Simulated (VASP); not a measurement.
Runs of VASP 6.6.1 on SiO2. The structure is that of space group P6_422 (No. 181), or close to it. The cells are those of the table. 

```tsv
cell	gap on the mesh (eV)	pressure (GPa)	largest force (eV/Å)
a = 4.908, b = 4.908, c = 5.375 Å, angles 90.0, 90.0, 120.0°, 9 atoms	(b)	21.0	0.83
a = 4.984, b = 4.984, c = 5.375 Å, angles 90.0, 90.0, 120.0°, 9 atoms	6.57	13.2	0.50
a = 4.908, b = 4.908, c = 5.458 Å, angles 90.0, 90.0, 120.0°, 9 atoms	6.61	(a)	0.69
a = 4.984, b = 4.984, c = 5.458 Å, angles 90.0, 90.0, 120.0°, 9 atoms	6.51	9.6	0.38
a = 4.908, b = 4.908, c = 5.541 Å, angles 90.0, 90.0, 120.0°, 9 atoms	6.53	13.1	0.56
```

Alike in all rows: task single point; level r2SCAN; potentials or basis VASP PAW PBE potentials, release 64 (Si, O); no spin polarisation; k mesh 6 × 6 × 4; cutoff (eV) 520; smearing gaussian 0.05 eV.

Fill in the values left out.

(a) 16.9; (b) 6.68.

Caveats: the cell stands under pressure; the PAW data sets were made with another functional, which shifts forces and pressure a little.

A k mesh can miss the band edges.
